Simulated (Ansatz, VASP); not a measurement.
One calculation of Ru, two programs

INCAR

```
SYSTEM = Ru
PREC = Accurate ; ENCUT = 520
EDIFF = 1E-7 ; ISMEAR = 0
SIGMA = 0.15 ; LREAL = .False.
LASPH = .True. ; NELM = 60
ALGO = Fast ; ISIF = 2
LWAVE = .False. ; LCHARG = .False.
GGA = CA ; NBANDS = 21
```

File KPOINTS:

```
Automatic mesh
0
Gamma
  21 21 10
  0 0 0
```

POSCAR

```
Ru
1.0
    2.6740588025      0.0000000000      0.0000000000
   -1.3370294013      2.3158028542      0.0000000000
    0.0000000000      0.0000000000      4.2267610266
Ru
2
Direct
    0.3286696504      0.7271208628      0.2500000000
    0.6713303496      0.2728791372      0.7500000000
```

Input for Ansatz:

```yaml
crystal:
  lattice:
    - [2.6740588025, 0.0, 0.0]
    - [-1.3370294013, 2.3158028542, 0.0]
    - [0.0, 0.0, 4.2267610266]
  atoms:
    - { symbol: Ru, position: [0.3286696504, 0.7271208628, 0.25] }
    - { symbol: Ru, position: [0.6713303496, 0.2728791372, 0.75] }
basis:
  ecutwfc: 420
kpoints:
  mp_grid: { grid: [21, 21, 10] }
hamiltonian:
  xc: lda
  pseudopotentials: { kind: paw, azcp: { folder: soft_1 } }
scf:
  occupations: { method: gaussian, width: 0.15 }
output:
  forces: true
  stress: true
  eigenvalues: true
```

Change from the starting cell: mode 4 frozen in at -0.093 Å and mode 5 at +0.140 Å (largest displacements).

Alike in both runs: task single point; functional LDA; k mesh 21 × 21 × 10; occupations gaussian, width 0.15 eV; no spin polarisation.

|  | VASP | Ansatz |
| --- | --- | --- |
| version | VASP 6.6.1 | Ansatz 0.2.0 |
| potentials or method | VASP PAW LDA potentials, release 64 (Ru_pv), cutoff 520 eV | scalar-relativistic, plane waves, PAW |
| valence electrons in the cell | 28 | 32 |

VASP gave:

* gap on the k mesh at the Fermi level (eV): none
* pressure (GPa): 6.9
* traceless stress, the component that is largest in VASP (GPa): -9.35
* rms of the force components (eV/Å): 1.406

Question: What did Ansatz give for the same quantities?

Answer: gap on the k mesh at the Fermi level (eV): none; pressure (GPa): 5.9; traceless stress, the component that is largest in VASP (GPa): -9.16; rms of the force components (eV/Å): 1.403.

Ansatz warns that its potentials were made for another functional, while VASP's fit it. LDA's correlation is that of Perdew and Zunger in VASP and of Perdew and Wang (1992) in Ansatz. Atom by atom the forces differ by 0.009 eV/Å (rms over components). A gap of «none» marks a metal or a gap that the smearing closes. VASP's potentials hold 28 valence electrons a cell and Ansatz's 32, so a difference there can come from the potentials and not from the codes.
